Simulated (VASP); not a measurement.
Set up this calculation in VASP 6.6.1, as the native input.

| Quantity | Value |
| --- | --- |
| Task | relaxation of cell and atoms |
| Functional | PBEsol |
| Potentials or basis | VASP PAW PBE potentials, release 64 (Co, O) |
| Cutoff | 600 eV |
| k mesh | 11 × 11 × 11 |
| Occupations | fermi-dirac, width 0.05 eV |
| Spin | collinear spin, ferromagnetic start |
| Starting moments | [2.0, 0.0] μB |
| Target pressure | 20 GPa |
| Dipole correction | no |
| Further INCAR settings | ALGO = Normal; EDIFF = 1e-06; IBRION = 2; EDIFFG = -0.01; NSW = 80; ISIF = 3 |

The structure of CoO lies in POSCAR:

```
CoO
1.0
    0.0000000000      2.1315000000      2.1315000000
    2.1315000000      0.0000000000      2.1315000000
    2.1315000000      2.1315000000      0.0000000000
Co O
1 1
Direct
    0.0000000000      0.0000000000      0.0000000000
    0.5000000000      0.5000000000      0.5000000000
```

These files were run (other wordings do the same):

INCAR

```
ALGO = Normal ; EDIFF = 1E-6
EDIFFG = -0.01 ; ENCUT = 600
GGA = PS ; IBRION = 2
ISIF = 3 ; ISMEAR = -1
ISPIN = 2 ; LASPH = T
LCHARG = F ; LMAXMIX = 4
LORBIT = 11 ; LREAL = F
LWAVE = F ; MAGMOM = 2 0
NELM = 150 ; NSW = 80
PREC = Accurate ; PSTRESS = 200.0
SIGMA = 0.05
```

KPOINTS

```
k-points
0
Gamma
  11 11 11
```

Potentials or basis: VASP PAW PBE potentials, release 64 (Co, O).

Launch:

```bash
$ cat potpaw_PBE.64/Co/POTCAR potpaw_PBE.64/O/POTCAR > POTCAR
$ mpirun -np 1 vasp_std > vasp.out
```

Results of the run:

```json
{"Relaxed volume": "8.16 Å³/atom", "Relaxed cell": "a = 2.847 Å, b = 2.847 Å, c = 2.847 Å, α = 60.00°, β = 60.00°, γ = 60.00°", "Space group after relaxing (to 0.05 Å)": "Fm-3m (No. 225)", "Energy change on relaxing (the enthalpy is what falls)": "+20.4 meV/atom", "Ionic steps": "4", "Pressure after relaxing": "20.0 GPa", "Net moment": "2.15 μB per cell", "Site moments": "Co +1.95; O +0.17 μB", "Valence electrons inside the program's atomic spheres": "Co 8.18; O 5.02"}
```

Caveat: the cell is relaxed towards a set pressure, so the enthalpy falls and the energy may rise; the volume moved by over 15 % at a fixed basis, so the end points are rough; the PAW data sets were made with another functional, which shifts forces and pressure a little; a cell with one magnetic atom can't hold antiferromagnetic order, which such compounds often take.

Wall time 2.6 min on 1 thread of Intel Xeon 8259CL, with other jobs on the host, peak memory 0.18 GiB.
